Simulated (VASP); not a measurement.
Here is a VASP 6.6.1 calculation.

Contents of POSCAR:

```
MgS
1.0
    0.0000000000      2.6024618700      2.6024618700
    2.6024618700      0.0000000000      2.6024618700
    2.6024618700      2.6024618700      0.0000000000
Mg S
1 1
Direct
    0.0000000000      0.0000000000      0.0000000000
    0.5000000000      0.5000000000      0.5000000000
```

INCAR.step1

```
ALGO = Normal
EDIFF = 1E-4
ENCUT = 520
GGA = PE
ISMEAR = -1
LASPH = True
LCHARG = False
LREAL = False
LWAVE = True
NBANDS = 11
NELM = 80
PREC = Accurate
SIGMA = 0.02
```

INCAR.step2

```
ALGO = Normal
EDIFF = 1E-7
ENCUT = 520
ISIF = 2
ISMEAR = -1
ISTART = 1
LASPH = True
LCHARG = False
LMIXTAU = True
LREAL = False
LWAVE = False
METAGGA = R2SCAN
NBANDS = 11
NELM = 80
PREC = Accurate
SIGMA = 0.02
```

KPOINTS

```
k-points
0
Gamma
  10 10 10
```

Potentials or basis: VASP PAW PBE potentials, release 64 (Mg, S).

Run with:

```console
$ cat potpaw_PBE.64/Mg/POTCAR potpaw_PBE.64/S/POTCAR > POTCAR
$ cp INCAR.step1 INCAR
$ mpirun -np 1 vasp_std > vasp.out
$ cp INCAR.step2 INCAR
$ mpirun -np 1 vasp_std > vasp.out
```

Task: Predict the pressure.

Result: -0.6 GPa.

Task: What does it give for the band gap on the k mesh?

Result: 3.43 eV, indirect (least direct gap 4.61 eV).

Caveat: the PAW data sets were made with another functional, which shifts forces and pressure a little. A k mesh can miss the band edges.
